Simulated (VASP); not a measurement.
A run of VASP 6.6.1 is set up as follows.

Contents of POSCAR:

```
NaH
1.0
    0.0000000000      2.5969210614      2.4647377794
    2.5969210614      0.0000000000      2.4647377794
    2.5969210614      2.5969210614      0.0000000000
Na H
1 1
Direct
    0.0000000000      0.0000000000      0.0000000000
    0.2500000000      0.2500000000      0.2500000000
```

Contents of INCAR.step1:

```
SYSTEM = NaH
PREC = Accurate
ENCUT = 520
EDIFF = 1E-5
ISMEAR = 0
SIGMA = 0.01
LREAL = .FALSE.
LASPH = .TRUE.
NELM = 80
ALGO = Normal
ISIF = 2
LWAVE = .TRUE.
LCHARG = .FALSE.
GGA = PE
NBANDS = 11
```

The input INCAR.step2:

```
SYSTEM = NaH
PREC = Accurate
ENCUT = 520
EDIFF = 1E-6
ISMEAR = 0
SIGMA = 0.01
LREAL = .FALSE.
LASPH = .TRUE.
NELM = 80
ALGO = Normal
ISIF = 2
LWAVE = .FALSE.
LCHARG = .FALSE.
GGA = PE
LHFCALC = .TRUE.
HFSCREEN = 0.2079
PRECFOCK = Normal
ISTART = 1
NBANDS = 11
```

The input KPOINTS:

```
regular mesh
0
G
  6 6 6
  0 0 0
```

Potentials or basis: VASP PAW PBE potentials, release 64 (Na_pv, H).

Run with:

```sh
$ cat potpaw_PBE.64/Na_pv/POTCAR potpaw_PBE.64/H/POTCAR > POTCAR
$ cp INCAR.step1 INCAR
$ mpirun -np 1 vasp_std > vasp.out
$ cp INCAR.step2 INCAR
$ mpirun -np 1 vasp_std > vasp.out
```

(1) Estimate the band gap on the k mesh.

(2) Predict the pressure.

Results:

(1) 4.59 eV (least direct gap 5.47 eV).

(2) 1.1 GPa.

Caveat: the cell differs from its parent crystal (uniaxial z strain -5.1%); the structure was generated, so it needn't be the stable form of NaH; the PAW data sets were made with another functional, which shifts forces and pressure a little.
